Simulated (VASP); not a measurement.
# KCl in VASP: notebook

KCl is run at these levels: PBE; tasks: single point.

Program: VASP 6.6.1. These are calculated values, not measurements. Logs are shortened: lines on timing, memory, paths and dates and some standing lists are left out, and cuts for length are marked.

## Step 1: The cell of the first run

It takes space group I4/mmm (No. 139, tetragonal). Conventional cell: a = 4.447 Å, b = 4.447 Å, c = 6.604 Å, α = 90.00°, β = 90.00°, γ = 90.00°. Within 4.1 Å of K (site symmetry 4/mmm) lie 6 Cl at 3.14 to 3.30 Å. Within 4.1 Å of Cl (site symmetry 4/mmm) lie 6 K at 3.14 to 3.30 Å.

## Step 2: Single point, PBE (uniaxial z strain +5.0%)

Input file INCAR:

```
SYSTEM = KCl
ALGO = Normal ; EDIFF = 1E-6
ENCUT = 520 ; GGA = PE
ISIF = 2 ; ISMEAR = -1
LASPH = .True. ; LCHARG = .False.
LREAL = .False. ; LWAVE = .False.
NBANDS = 15 ; NELM = 60
PREC = Accurate ; SIGMA = 0.02
```

Input file KPOINTS:

```
k-points
0
Gamma
  8 8 8
  0 0 0
```

Input file POSCAR:

```
KCl
1.0
    0.0000000000      3.1448483123      3.3020907279
    3.1448483123      0.0000000000      3.3020907279
    3.1448483123      3.1448483123      0.0000000000
K Cl
1 1
Direct
    0.0000000000      0.0000000000      0.0000000000
    0.5000000000      0.5000000000      0.5000000000
```

Potentials or basis: VASP PAW PBE potentials, release 64 (K_sv, Cl).

Started as:

```bash
> cat potpaw_PBE.64/K_sv/POTCAR potpaw_PBE.64/Cl/POTCAR > POTCAR
> mpirun -np 1 vasp_std > vasp.out
```

OUTCAR:

```text
SYSTEM = KCl
   EDIFF = 1E-6
   ENCUT = 520
   GGA = PE
   ISIF = 2
   ISMEAR = -1
   LASPH = .True.
   LREAL = .False.
   NELM = 60
   PREC = Accurate

 ion  position               nearest neighbor table
   1  0.000  0.000  0.000-   2 3.14   2 3.14   2 3.14   2 3.14
   2  0.500  0.500  0.500-   1 3.14   1 3.14   1 3.14   1 3.14

  LATTYP: Found a body centered tetragonal cell.
 ALAT       =     4.4474871349
 C/A-ratio  =     1.4849242405

  Lattice vectors:

 A1 = (  -3.1448483123,   0.0000000000,   3.3020907279)
 A2 = (   3.1448483123,   0.0000000000,   3.3020907279)
 A3 = (   0.0000000000,   3.1448483123,  -3.3020907279)

Analysis of symmetry for initial positions (statically):
=====================================================================
 Subroutine PRICEL returns:
 Original cell was already a primitive cell.

 Routine SETGRP: Setting up the symmetry group for a
 body centered tetragonal supercell.

 Subroutine GETGRP returns: Found 16 space group operations
 (whereof 16 operations were pure point group operations)
 out of a pool of 16 trial point group operations.

The static configuration has the point symmetry D_4h.

Analysis of symmetry for dynamics (positions and initial velocities):
=====================================================================
 Subroutine PRICEL returns:
 Original cell was already a primitive cell.

 Routine SETGRP: Setting up the symmetry group for a
 body centered tetragonal supercell.

 Subroutine GETGRP returns: Found 16 space group operations
 (whereof 16 operations were pure point group operations)
 out of a pool of 16 trial point group operations.

The dynamic configuration has the point symmetry D_4h.

 Subroutine INISYM returns: Found 16 space group operations
 (whereof 16 operations are pure point group operations),
 and found     1 'primitive' translations

----------------------------------------------------------------------------------------

                                     Primitive cell

  volume of cell :      65.3158

  direct lattice vectors                    reciprocal lattice vectors
     0.000000000  3.144848312  3.302090728    -0.158990180  0.158990180  0.151419219
     3.144848312  0.000000000  3.302090728     0.158990180 -0.158990180  0.151419219
     3.144848312  3.144848312  0.000000000     0.158990180  0.158990180 -0.151419219

  length of vectors
     4.560030053  4.560030053  4.447487135     0.271078466  0.271078466  0.271078466

  position of ions in fractional coordinates (direct lattice)
     0.000000000  0.000000000  0.000000000
[... 90 lines left out ...]
   NUPDOWN=      -1.0000    fix difference up-down
   EMIN   =  10.00;   EMAX   =-10.00  energy-range for DOS
   EFERMI =   0.00;   METHOD = LEGACY
   ISMEAR =    -1;   SIGMA  =   0.02  broadening in eV -4-tet -1-fermi 0-gaus
   EFERMI_NEDOS =   21; number of points for ismear=-14 and -15
   IALGO  =     38    algorithm
   IMIX   =      4    mixing-type and parameters
     AMIX     =   0.40;   BMIX     =  1.00
     AMIX_MAG =   1.60;   BMIX_MAG =  1.00
  volume/ion in A,a.u.               =      32.66       220.39
  Fermi-wavevector in a.u.,A,eV,Ry     =   1.024335  1.935713 14.276080  1.049262
  Thomas-Fermi vector in A             =   2.158117
   LORBIT       =      0    0 simple, 1 ext, 2 COOP (PROOUT), +10 PAW based schemes
   GGA     = PE    functional components
   LHFCALC =     F    Hartree Fock is set to
   AEXX    =    0.0000 exact exchange contribution
   IVDW    =     0    specifies the selected vdW correction
   LEPSILON=     F    determine dielectric tensor
   LRPA    =     F    only Hartree local field effects (RPA)
 non-spin polarized calculation
  energy-cutoff  :      520.00
  volume of cell :       65.32
 maximum number of plane-waves:      1795
 NGX is ok and might be reduce to    36
   NGX = 17   NGY = 17   NGZ = 17

 number of electron      15.9999999 magnetization

 Free energy of the ion-electron system (eV)
  ---------------------------------------------------
  ext. energy  EPLUGINS =         0.00000000
  ---------------------------------------------------
  free energy    TOTEN  =        -6.80209388 eV

  energy without entropy =       -6.80209388  energy(sigma->0) =       -6.80209388

 E-fermi :  -1.5138     XC(G=0):  -7.3450

 val. band max:       -2.0163236058   @ k =   0.0000   0.0000   0.0000
 cond. band min:       2.9987229373   @ k =   0.0000   0.0000   0.0000
 fundamental gap:      5.0150465430
 Fermi energy:        -1.5138280319

 k-point     1 :       0.0000    0.0000    0.0000
  band No.  band energies     occupation
      1     -29.3327      2.00000
      2     -14.0931      2.00000
      3     -12.8001      2.00000
      4     -12.7908      2.00000
      5     -12.7908      2.00000
      6      -2.0367      2.00000
      7      -2.0163      2.00000
      8      -2.0163      2.00000
      9       2.9987      0.00000
     10       6.1385      0.00000
     11       6.4305      0.00000
     12       6.4305      0.00000
     13       7.0836      0.00000
     14       7.2874      0.00000
[... 401 lines left out ...]
      2     -14.2151      2.00000
      3     -12.8172      2.00000
      4     -12.8028      2.00000
      5     -12.6298      2.00000
      6      -2.7857      2.00000
      7      -2.2809      2.00000
      8      -2.2379      2.00000
      9       4.9617      0.00000
     10       5.8300      0.00000
     11       7.7109      0.00000
     12       7.9967      0.00000
     13       8.1454      0.00000
     14       8.6809      0.00000
     15      10.2267      0.00000

 [... further k-points ...]

------------------------ aborting loop because EDIFF is reached ----------------------------------------

  FORCE on cell =-STRESS in cart. coord.  units (eV):
  Direction    XX          YY          ZZ          XY          YZ          ZX
  --------------------------------------------------------------------------------------
  -------------------------------------------------------------------------------------
  Total        0.1940449      0.1940449     -0.3398823      0.0000000      0.0000000      0.0000000
  in kB        4.7598627      4.7598627     -8.3372091      0.0000000      0.0000000      0.0000000
  external PRESSURE =       0.3941721 kB  Pullay stress =       0.0000000 kB

 VOLUME and BASIS-vectors are now :
 -----------------------------------------------------------------------------
  energy-cutoff  :      520.00
  volume of cell :       65.32
      direct lattice vectors                 reciprocal lattice vectors
     0.000000000  3.144848312  3.302090728    -0.158990180  0.158990180  0.151419219
     3.144848312  0.000000000  3.302090728     0.158990180 -0.158990180  0.151419219
     3.144848312  3.144848312  0.000000000     0.158990180  0.158990180 -0.151419219

 POSITION                                       TOTAL-FORCE (eV/Angst)
 -----------------------------------------------------------------------------------
      0.00000      0.00000      0.00000         0.000000      0.000000      0.000000
      3.14485      3.14485      3.30209        -0.000000     -0.000000      0.000000
 -----------------------------------------------------------------------------------
    total drift:                                0.000000      0.000000      0.000000

  FREE ENERGIE OF THE ION-ELECTRON SYSTEM (eV)
  ---------------------------------------------------
  free  energy   TOTEN  =        -6.8020938821 eV

  energy  without entropy=       -6.8020938821  energy(sigma->0) =       -6.80209388
```

Wall time 1.7 min (1 thread of AMD EPYC 7R13, shared host); peak memory 0.2 GiB.

What came out:

| Item | Value |
| --- | --- |
| Free energy | -6.8021 eV |
| Pressure | 0.0 GPa |
| Band gap on the k mesh | 5.01 eV, direct |

Stress tensor (GPa, compression positive):
```
 0.48  0.00  0.00
 0.00  0.48  0.00
 0.00  0.00 -0.83
```

Caveat: the cell differs from its parent crystal (uniaxial z strain +5.0%). A k mesh can miss the band edges.

## Step 3: Single point, PBE (epitaxial 111 strain +0.5%)

Input file INCAR:

```
SYSTEM = KCl
PREC     = Accurate       ! precision mode
ENCUT    = 520            ! plane-wave cutoff, eV
EDIFF    = 1E-7           ! SCF threshold, eV
ISMEAR   = -1             ! smearing method
SIGMA    = 0.02           ! smearing width, eV
LREAL    = .FALSE.        ! projectors in reciprocal space
LASPH    = .TRUE.         ! aspherical terms in the spheres
NELM     = 80             ! most SCF steps
ALGO     = Normal         ! electronic algorithm
ISIF     = 2              ! what is computed and relaxed
LWAVE    = .FALSE.        ! write WAVECAR
LCHARG   = .FALSE.        ! write CHGCAR
GGA      = PE             ! functional
NBANDS   = 15             ! bands
```

Input file KPOINTS:

```
regular mesh
0
G
  8 8 8
  0 0 0
```

Input file POSCAR:

```
KCl
1.0
   -0.0157242416      3.1448483123      3.1448483123
    3.1448483123     -0.0157242416      3.1448483123
    3.1448483123      3.1448483123     -0.0157242416
K Cl
1 1
Direct
    0.0000000000      0.0000000000      0.0000000000
    0.5000000000      0.5000000000      0.5000000000
```

Potentials or basis: VASP PAW PBE potentials, release 64 (K_sv, Cl).

Started as:

```bash
> cat potpaw_PBE.64/K_sv/POTCAR potpaw_PBE.64/Cl/POTCAR > POTCAR
> mpirun -np 1 vasp_std > vasp.out
```

OUTCAR:

```text
SYSTEM = KCl
   PREC = Accurate
   ENCUT = 520
   EDIFF = 1E-7
   ISMEAR = -1
   LREAL = .FALSE.
   LASPH = .TRUE.
   NELM = 80
   ISIF = 2
   GGA = PE

 ion  position               nearest neighbor table
   1  0.000  0.000  0.000-   2 3.15   2 3.15   2 3.15   2 3.15   2 3.15   2 3.15
   2  0.500  0.500  0.500-   1 3.15   1 3.15   1 3.15   1 3.15   1 3.15   1 3.15

  LATTYP: Found a trigonal (rhomboedric) cell.
 ALAT       =     4.4475149316
 COS(alpha) =     0.4949938126

  Lattice vectors:

[... 610 lines left out ...]
     10       6.1714      0.00000
     11       7.4067      0.00000
     12       8.0282      0.00000
     13       8.1933      0.00000
     14       8.8279      0.00000
     15      10.8445      0.00000

 [... further k-points ...]
[... 5 lines left out ...]
  --------------------------------------------------------------------------------------
  -------------------------------------------------------------------------------------
  Total        0.2584110      0.2584110      0.2584110      0.0121868      0.0121868      0.0121868
  in kB        6.6061359      6.6061359      6.6061359      0.3115492      0.3115492      0.3115492
  external PRESSURE =       6.6061359 kB  Pullay stress =       0.0000000 kB

 VOLUME and BASIS-vectors are now :
 -----------------------------------------------------------------------------
  energy-cutoff  :      520.00
  volume of cell :       62.67
      direct lattice vectors                 reciprocal lattice vectors
    -0.015724242  3.144848312  3.144848312    -0.157802695  0.158595674  0.158595674
     3.144848312 -0.015724242  3.144848312     0.158595674 -0.157802695  0.158595674
     3.144848312  3.144848312 -0.015724242     0.158595674  0.158595674 -0.157802695

 POSITION                                       TOTAL-FORCE (eV/Angst)
 -----------------------------------------------------------------------------------
      0.00000      0.00000      0.00000         0.000000     -0.000000      0.000000
      3.13699      3.13699      3.13699        -0.000000      0.000000     -0.000000
 -----------------------------------------------------------------------------------
    total drift:                                0.000000      0.000000      0.000000

  FREE ENERGIE OF THE ION-ELECTRON SYSTEM (eV)
  ---------------------------------------------------
  free  energy   TOTEN  =        -6.8055562910 eV

  energy  without entropy=       -6.8055562910  energy(sigma->0) =       -6.80555629
```

OSZICAR:

```text
N       E                     dE             d eps       ncg     rms          rms(c)
DAV:   1     0.105717200156E+03    0.10572E+03   -0.71155E+03  1950   0.955E+02
DAV:   2    -0.513624647623E+00   -0.10623E+03   -0.97884E+02  2528   0.241E+02
DAV:   3    -0.688681493421E+01   -0.63732E+01   -0.63392E+01  2707   0.524E+01
DAV:   4    -0.709691813576E+01   -0.21010E+00   -0.21004E+00  2957   0.881E+00
DAV:   5    -0.709856373878E+01   -0.16456E-02   -0.16456E-02  2763   0.862E-01    0.330E+00
DAV:   6    -0.680704852484E+01    0.29152E+00   -0.42219E-01  2524   0.326E+00    0.270E+00
DAV:   7    -0.679192109366E+01    0.15127E-01   -0.10251E-01  2671   0.181E+00    0.155E+00
DAV:   8    -0.680415619629E+01   -0.12235E-01   -0.16557E-02  2470   0.947E-01    0.168E-01
DAV:   9    -0.680498649423E+01   -0.83030E-03   -0.96278E-04  2650   0.197E-01    0.972E-02
DAV:  10    -0.680554812216E+01   -0.56163E-03   -0.59402E-04  2118   0.152E-01    0.208E-02
DAV:  11    -0.680555302000E+01   -0.48978E-05   -0.24479E-05  2813   0.272E-02    0.690E-03
DAV:  12    -0.680555577251E+01   -0.27525E-05   -0.31972E-06  2125   0.127E-02    0.494E-03
DAV:  13    -0.680555616952E+01   -0.39701E-06   -0.70502E-07  2568   0.445E-03    0.779E-04
DAV:  14    -0.680555628256E+01   -0.11304E-06   -0.97632E-08  2183   0.203E-03    0.299E-04
DAV:  15    -0.680555629096E+01   -0.84005E-08   -0.18583E-09  1647   0.325E-04
   1 F= -.68055563E+01 E0= -.68055563E+01  d E =-.132503E-11
```

stdout:

```text
POSCAR found type information on POSCAR K Cl
 POSCAR found :  2 types and       2 ions
 scaLAPACK will be used
 LDA part: xc-table for (Slater+PW92), standard interpolation
 POSCAR, INCAR and KPOINTS ok, starting setup
 FFT: planning ... GRIDC
 FFT: planning ... GRID_SOFT
 FFT: planning ... GRID
 WAVECAR not read
 entering main loop
```

Run time: 2.1 min. Hardware: 1 thread of AMD EPYC 7R13, shared host; peak memory 0.2 GiB.

What came out:

* Free energy: -6.8056 eV
* Pressure: 0.7 GPa
* Band gap on the k mesh: 5.16 eV, direct

Levels at points of the mesh, in eV from the valence-band top:
```
           k point  band 5  band 6  band 7  band 8  band 9  band 10  band 11  band 12
(0.00, 0.00, 0.00)  -10.68   -0.01   -0.01    0.00    5.16     8.35     8.35     8.41
(0.50, 0.00, 0.00)  -10.44   -1.05   -0.33   -0.32    7.57     8.56    10.47    10.52
(0.50, 0.50, 0.00)  -10.74   -0.66   -0.24   -0.23    6.53     8.31    10.03    10.22
(0.50, 0.50, 0.50)  -10.45   -1.05   -0.34   -0.34    7.56     8.59    10.51    10.51
```

Caveat: the cell differs from its parent crystal (epitaxial 111 strain +0.5%). A k mesh can miss the band edges.

## Step 4: Single point, PBE (strain along [111] +4.0%)

Input file INCAR:

```
SYSTEM = KCl
ALGO = Normal ; EDIFF = 1E-6
ENCUT = 520 ; GGA = PE
ISIF = 2 ; ISMEAR = -1
LASPH = .True. ; LCHARG = .False.
LREAL = .False. ; LWAVE = .False.
NBANDS = 15 ; NELM = 100
PREC = Accurate ; SIGMA = 0.02
```

Input file KPOINTS:

```
k-points
0
Gamma
  8 8 8
  0 0 0
```

Input file POSCAR:

```
KCl
1.0
    0.0838626217      3.2287109339      3.2287109339
    3.2287109339      0.0838626217      3.2287109339
    3.2287109339      3.2287109339      0.0838626217
K Cl
1 1
Direct
    0.0000000000      0.0000000000      0.0000000000
    0.5000000000      0.5000000000      0.5000000000
```

Potentials or basis: VASP PAW PBE potentials, release 64 (K_sv, Cl).

Started as:

```bash
> cat potpaw_PBE.64/K_sv/POTCAR potpaw_PBE.64/Cl/POTCAR > POTCAR
> mpirun -np 1 vasp_std > vasp.out
```

OUTCAR:

```text
SYSTEM = KCl
   EDIFF = 1E-6
   ENCUT = 520
   GGA = PE
   ISIF = 2
   ISMEAR = -1
   LASPH = .True.
   LREAL = .False.
   NELM = 100
   PREC = Accurate

 ion  position               nearest neighbor table
   1  0.000  0.000  0.000-   2 3.19   2 3.19   2 3.19   2 3.19   2 3.19   2 3.19
   2  0.500  0.500  0.500-   1 3.19   1 3.19   1 3.19   1 3.19   1 3.19   1 3.19

  LATTYP: Found a trigonal (rhomboedric) cell.
 ALAT       =     4.5668568544
 COS(alpha) =     0.5257966616

  Lattice vectors:

[... 610 lines left out ...]
     10       6.0595      0.00000
     11       7.3542      0.00000
     12       7.6876      0.00000
     13       7.9571      0.00000
     14       8.6319      0.00000
     15      10.4071      0.00000

 [... further k-points ...]
[... 5 lines left out ...]
  --------------------------------------------------------------------------------------
  -------------------------------------------------------------------------------------
  Total        0.0311782      0.0311782      0.0311782     -0.0747422     -0.0747422     -0.0747422
  in kB        0.7721454      0.7721454      0.7721454     -1.8510333     -1.8510333     -1.8510333
  external PRESSURE =       0.7721454 kB  Pullay stress =       0.0000000 kB

 VOLUME and BASIS-vectors are now :
 -----------------------------------------------------------------------------
  energy-cutoff  :      520.00
  volume of cell :       64.69
      direct lattice vectors                 reciprocal lattice vectors
     0.083862622  3.228710934  3.228710934    -0.161028516  0.156951845  0.156951845
     3.228710934  0.083862622  3.228710934     0.156951845 -0.161028516  0.156951845
     3.228710934  3.228710934  0.083862622     0.156951845  0.156951845 -0.161028516

 POSITION                                       TOTAL-FORCE (eV/Angst)
 -----------------------------------------------------------------------------------
      0.00000      0.00000      0.00000         0.000000      0.000000      0.000000
      3.27064      3.27064      3.27064        -0.000000     -0.000000     -0.000000
 -----------------------------------------------------------------------------------
    total drift:                                0.000000      0.000000      0.000000

  FREE ENERGIE OF THE ION-ELECTRON SYSTEM (eV)
  ---------------------------------------------------
  free  energy   TOTEN  =        -6.8079705025 eV

  energy  without entropy=       -6.8079705025  energy(sigma->0) =       -6.80797050
```

OSZICAR:

```text
N       E                     dE             d eps       ncg     rms          rms(c)
DAV:   1     0.103308029339E+03    0.10331E+03   -0.70127E+03  1950   0.950E+02
DAV:   2    -0.408471765598E+00   -0.10372E+03   -0.94610E+02  2558   0.237E+02
DAV:   3    -0.687730768593E+01   -0.64688E+01   -0.64297E+01  2693   0.525E+01
DAV:   4    -0.710924772244E+01   -0.23194E+00   -0.23186E+00  3028   0.911E+00
DAV:   5    -0.711116336507E+01   -0.19156E-02   -0.19156E-02  2728   0.903E-01    0.316E+00
DAV:   6    -0.681021435344E+01    0.30095E+00   -0.43224E-01  2531   0.326E+00    0.258E+00
DAV:   7    -0.679406383126E+01    0.16151E-01   -0.10807E-01  2692   0.181E+00    0.151E+00
DAV:   8    -0.680654838553E+01   -0.12485E-01   -0.16883E-02  2486   0.959E-01    0.180E-01
DAV:   9    -0.680734156718E+01   -0.79318E-03   -0.10988E-03  2650   0.208E-01    0.995E-02
DAV:  10    -0.680796256032E+01   -0.62099E-03   -0.66561E-04  2104   0.162E-01    0.225E-02
DAV:  11    -0.680796663200E+01   -0.40717E-05   -0.26392E-05  2853   0.281E-02    0.517E-03
DAV:  12    -0.680797008879E+01   -0.34568E-05   -0.37445E-06  2173   0.138E-02    0.499E-03
DAV:  13    -0.680797050254E+01   -0.41375E-06   -0.71871E-07  2018   0.483E-03
   1 F= -.68079705E+01 E0= -.68079705E+01  d E =-.496768E-12
```

stdout:

```text
POSCAR found type information on POSCAR K Cl
 POSCAR found :  2 types and       2 ions
 scaLAPACK will be used
 LDA part: xc-table for (Slater+PW92), standard interpolation
 POSCAR, INCAR and KPOINTS ok, starting setup
 FFT: planning ... GRIDC
 FFT: planning ... GRID_SOFT
 FFT: planning ... GRID
 WAVECAR not read
 entering main loop
```

Wall time 98 s (1 thread of AMD EPYC 7R13, shared host); peak memory 0.2 GiB.

Results:

```
Free energy            : -6.8080 eV
Pressure               : 0.1 GPa
Band gap on the k mesh : 5.03 eV, direct
```

Stress tensor (GPa, compression positive):
```
 0.08 -0.19 -0.19
-0.19  0.08 -0.19
-0.19 -0.19  0.08
```

Caveat: the cell differs from its parent crystal (strain along [111] +4.0%).

## Step 5: Summary

| cell | gap on the mesh (eV) | pressure (GPa) |
| --- | --- | --- |
| a = 4.560, b = 4.560, c = 4.447 Å, angles 60.8, 60.8, 58.4°, 2 atoms | 5.01 | 0.0 |
| a = 4.448 Å, angles 60.3°, 2 atoms | 5.16 | 0.7 |
| a = 4.567 Å, angles 58.3°, 2 atoms | 5.03 | 0.1 |

Alike in all rows: task single point; level PBE; potentials or basis VASP PAW PBE potentials, release 64 (K_sv, Cl); no spin polarisation; k mesh 8 × 8 × 8; cutoff (eV) 520; smearing fermi-dirac 0.02 eV.

Total energies depend on the potentials used, so only differences within one code and one set of settings carry meaning.
